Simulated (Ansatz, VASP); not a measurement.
**One calculation of MgSe, two programs**

Contents of INCAR:

```
SYSTEM = MgSe
  PREC = Accurate
  ENCUT = 600
  EDIFF = 1E-6
  ISMEAR = 0
  SIGMA = 0.1
  LREAL = .False.
  LASPH = .True.
  NELM = 200
  ALGO = Normal
  ISIF = 2
  LWAVE = .False.
  LCHARG = .True.
  ISPIN = 2
  MAGMOM = 0 0
  LORBIT = 11
  GGA = PE
  LELF = .True.
  LVHAR = .True.
  NBANDS = 15
  GGA_COMPAT = .False.
```

Contents of KPOINTS:

```
Automatic mesh
0
Gamma
  2 2 2
  0 0 0
```

Contents of POSCAR:

```
MgSe
1.0
    0.0000000000      2.7337235204      2.7337235204
    2.7337235204      0.0000000000      2.7337235204
    2.7337235204      2.7337235204      0.0000000000
Mg Se
1 1
Direct
    0.0000000000      0.0000000000      0.0000000000
    0.5000000000      0.5000000000      0.5000000000
```

Input for Ansatz:

```yaml
crystal:
  lattice:
    - [0.0, 2.7337235204, 2.7337235204]
    - [2.7337235204, 0.0, 2.7337235204]
    - [2.7337235204, 2.7337235204, 0.0]
  atoms:
    - { symbol: Mg, position: [0.0, 0.0, 0.0] }
    - { symbol: Se, position: [0.5, 0.5, 0.5] }
basis:
  ecutwfc: 430
kpoints:
  mp_grid: { grid: [2, 2, 2] }
hamiltonian:
  xc: pbe
scf:
  occupations: { method: gaussian, width: 0.1 }
output:
  forces: true
  stress: true
  eigenvalues: true
magnetization:
  spin_polarized: true
```

Alike in both runs: task single point; functional PBE; k mesh 2 × 2 × 2; occupations gaussian, width 0.1 eV; collinear spin.

|  | VASP | Ansatz |
| --- | --- | --- |
| version | VASP 6.6.1 | Ansatz 0.2.0 |
| potentials or method | VASP PAW PBE potentials, release 64 (Mg, Se), cutoff 600 eV | scalar-relativistic, plane waves, PAW |
| valence electrons in the cell | 8 | 26 |

```tsv
	VASP	Ansatz	Ansatz less VASP
gap on the k mesh at the Fermi level (eV)	1.43	1.47	+0.034
least direct gap on the mesh (eV)	2.39	2.41	+0.016
pressure (GPa)	7.9	8.0	+0.09
net moment per atom (μB)	0.00	0.00	0.000
```

VASP's potentials hold 8 valence electrons a cell and Ansatz's 26, so a difference there can come from the potentials and not from the codes. Ansatz's warnings: no starting moments.

The k mesh is coarse, so the values compare programs but aren't converged.
